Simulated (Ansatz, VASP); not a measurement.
# One calculation of FeNi3, two programs

```
Fe Ni
1.0
     3.48885    0.00000    0.00000
     0.00000    3.48885    0.00000
     0.00000    0.00000    3.48885
Fe Ni
1 3
Cartesian
  0.0000 0.0000 0.0000
  0.0000 1.7444 1.7444
  1.7444 0.0000 1.7444
  1.7444 1.7444 0.0000
```

Alike in both runs: functional PBEsol; k mesh 10 × 10 × 10; occupations fermi-dirac, width 0.1 eV; collinear spin.

Ansatz relaxed the structure, and its values are those at the end. VASP's run is a single point on that final structure, the one shown.

|  | VASP | Ansatz |
| --- | --- | --- |
| version | VASP 6.6.1 | Ansatz 0.2.0 |
| potentials or method | VASP PAW PBE potentials, release 64 (Fe, Ni) | PAW with Ansatz's default frozen-core files, scalar-relativistic |
| plane-wave cutoff (eV) | 520 | 420 |
| valence electrons in the cell | 38 | 70 |

```tsv
	VASP	Ansatz	Ansatz less VASP
pressure (GPa)	-0.1	0.0	+0.14
net moment per atom (μB)	1.17	1.18	+0.009
size of the moment on the site where the two differ most (μB)	0.62	0.67	+0.054
```

VASP's potentials were made for PBE, not for PBEsol. Site moments also hang on the region over which each program counts them. With one functional, cell and mesh, what is left measures potentials, basis and numerics. VASP's potentials hold 38 valence electrons a cell and Ansatz's 70, so a difference there can come from the potentials and not from the codes.
